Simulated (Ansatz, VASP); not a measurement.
## Two plane-wave programs on V

```
V
1.0
    -1.47899    1.47899    1.47899
     1.47899   -1.47899    1.47899
     1.47899    1.47899   -1.47899
V
1
Direct
  0.00000 0.00000 0.00000
```

Alike in both runs: task single point; functional PBEsol; k mesh 24 × 24 × 24; occupations fermi-dirac, width 0.05 eV; collinear spin.

|  | VASP | Ansatz |
| --- | --- | --- |
| version | VASP 6.6.1 | Ansatz 0.2.0 |
| potentials or method | VASP PAW PBE potentials, release 64 (V_sv), cutoff 520 eV | plane waves (420 eV) with PAW, scalar-relativistic |
| valence electrons in the cell | 13 | 13 |

```tsv
	VASP	Ansatz	Ansatz less VASP
net moment per atom (μB)	0.00	0.00	0.000
```

VASP's potentials were made for PBE, not for PBEsol, and Ansatz warns of the same on its side. Ansatz's warnings: seeded moment not kept.
